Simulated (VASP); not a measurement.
Rh:

```
Rh
1.0
    -1.55921    1.55921    1.55921
     1.55921   -1.55921    1.55921
     1.55921    1.55921   -1.55921
Rh
1
Direct
  0.00000 0.00000 0.00000
```

This isn't the form of Rh at room conditions, which is fcc.

| Item | Value |
| --- | --- |
| Program | VASP 6.6.1 |
| Task | relaxation of cell and atoms |
| Functional | PBE |
| Potentials or basis | VASP PAW PBE potentials, release 64 (Rh_pv) |
| Cutoff | 600 eV |
| k mesh | 8 × 8 × 8 |
| Occupations | gaussian, width 0.1 eV |
| Spin | no spin polarisation |

At the start: pressure -9.8 GPa; volume 15.16 Å³/atom.

Where does the relaxation end?

Over 3 steps the energy falls by 22.5 meV/atom and the volume is 14.48 Å³/atom (-4.5 %); space group Im-3m (No. 229, to 0.1 Å) before and after.

The path:
```tsv
step	energy change (eV)	largest force (eV/Å)	pressure (GPa)	volume (Å³)
1	0.0000	0.0000	-9.82	15.16
2	0.0728	0.0000	26.81	13.21
3	-0.0225	0.0000	-0.37	14.48
```

Final structure:
```cif
data_structure
_symmetry_space_group_name_H-M 'P 1'
_symmetry_Int_Tables_number 1
_cell_length_a 2.6597
_cell_length_b 2.6597
_cell_length_c 2.6597
_cell_angle_alpha 109.471
_cell_angle_beta 109.471
_cell_angle_gamma 109.471
_cell_volume 14.48
loop_
_atom_site_label
_atom_site_type_symbol
_atom_site_fract_x
_atom_site_fract_y
_atom_site_fract_z
_atom_site_occupancy
Rh1 Rh 0.00000 0.00000 0.00000 1
```
